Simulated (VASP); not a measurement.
Set up this calculation in VASP 6.6.1, as the native input.

```yaml
Task: single point
Functional: LDA
Potentials_or_basis: VASP PAW LDA potentials, release 64 (Fe, O)
Cutoff: 520 eV
k_mesh: 11 × 11 × 11
Occupations: fermi-dirac, width 0.05 eV
Spin: collinear spin, ferromagnetic start
Starting_moments: "[3.0, 0.0] μB"
Dipole_correction: no
Further_INCAR_settings: ALGO = Normal; EDIFF = 1e-06; NBANDS = 18
```

The structure of FeO lies in POSCAR:

```
FeO
1.0
    1.4982937792      0.8650403168      2.4855247686
   -1.4982937792      0.8650403168      2.4855247686
    0.0000000000     -1.7300806335      2.4855247686
Fe O
1 1
Direct
    0.0000000000      0.0000000000      0.0000000000
    0.5000000000      0.5000000000      0.5000000000
```

These files were run (other wordings do the same):

INCAR

```
SYSTEM = FeO
PREC = Accurate
ENCUT = 520
EDIFF = 1E-6
ISMEAR = -1
SIGMA = 0.05
LREAL = .FALSE.
LASPH = .TRUE.
NELM = 150
ALGO = Normal
ISIF = 2
LWAVE = .FALSE.
LCHARG = .FALSE.
ISPIN = 2
MAGMOM = 3 0
LORBIT = 11
LMAXMIX = 4
GGA = CA
NBANDS = 18
```

KPOINTS

```
regular mesh
0
G
  11 11 11
  0 0 0
```

Potentials or basis: VASP PAW LDA potentials, release 64 (Fe, O).

Command:

```bash
$ cat potpaw_LDA.64/Fe/POTCAR potpaw_LDA.64/O/POTCAR > POTCAR
$ mpirun -np 1 vasp_std > vasp.out
```

Results of the run:

```json
{
  "Pressure": "-9.9 GPa",
  "Net moment": "3.94 μB per cell",
  "Site moments": "Fe +3.53; O +0.31 μB",
  "Valence electrons inside the program's atomic spheres": "Fe 6.83; O 4.97"
}
```

Caveat: the cell stands under tension; a cell with one magnetic atom can't hold antiferromagnetic order, which such compounds often take.

It took 73 s on 1 thread of Intel(R) Xeon(R) Platinum 8259CL CPU @ 2.50GHz (Skylake/Cascade Lake), with other jobs on the host, peak memory 0.19 GiB.
